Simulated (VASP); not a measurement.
Runs of VASP 6.6.1 on CoW3. The structure is that of space group Fm-3m (No. 225), or close to it. The cells are those of the table. 

```tsv
task	level	spin	cell	k mesh	cutoff (eV)	gap on the mesh (eV)	pressure (GPa)	moment (μB)
relaxation of cell and atoms	PBE	off	relaxed from a = 4.393 Å, angles 60.0°, 4 atoms	12 × 12 × 12	600	none	-0.1	-
single point	PBE	off	a = 4.393 Å, angles 60.0°, 4 atoms	12 × 12 × 12	520	none	-1.5	-
single point	PBE	off	a = 4.383 Å, angles 60.0°, 4 atoms	12 × 12 × 12	520	none	0.4	-
single point	PBE	collinear	a = 4.395 Å, angles 60.0°, 4 atoms	6 × 6 × 6	520	none	0.4	(b)
single point	r2SCAN	collinear, ferromagnetic start	a = 4.393 Å, angles 60.0°, 4 atoms	12 × 12 × 12	520	none	-1.1	2.38
single point	PBE	collinear, ferromagnetic start	a = 4.351 Å, angles 60.0°, 4 atoms	6 × 6 × 6	520	none	8.8	(a)
single point	r2SCAN	off	a = 4.393 Å, angles 60.0°, 4 atoms	12 × 12 × 12	520	none	-6.2	-
```

Alike in all rows: potentials or basis VASP PAW PBE potentials, release 64 (W_sv, Co); smearing gaussian 0.1 eV.

Q: Fill in the values left out.

A: (a) 1.69; (b) 1.78.

Caveats: spin-orbit coupling is left out, which moves the levels of the heavy elements; the PAW data sets were made with another functional, which shifts forces and pressure a little (at least some runs); the cell stands under pressure (at least some runs); the cell stands under tension (at least some runs).

A k mesh can miss the band edges, and the runs leave out spin-orbit coupling on W.

A gap of «none» marks levels without a gap at the run's occupations.
